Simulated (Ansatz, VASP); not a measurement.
One calculation of Cs, two programs

```
CELL_PARAMETERS angstrom
0.00000 5.87126 5.87126
5.87126 0.00000 5.87126
5.87126 5.87126 0.00000
ATOMIC_POSITIONS crystal
Cs 0.12500 0.12500 0.12500
Cs 0.87500 0.87500 0.87500
```

Alike in both runs: task single point; functional BLYP; k mesh 5 × 5 × 5; occupations fermi-dirac, width 0.1 eV; no spin polarisation.

|  | VASP | Ansatz |
| --- | --- | --- |
| version | VASP 6.6.1 | Ansatz 0.2.0 |
| potentials or method | VASP PAW PBE potentials, release 64 (Cs_sv), cutoff 520 eV | plane waves (420 eV) with PAW, scalar-relativistic |
| valence electrons in the cell | 18 | 18 |

```tsv
	VASP	Ansatz	Ansatz less VASP
pressure (GPa)	0.1	0.1	0.00
```

VASP's potentials were made for PBE, not for BLYP.

Neither program's run includes spin-orbit coupling.
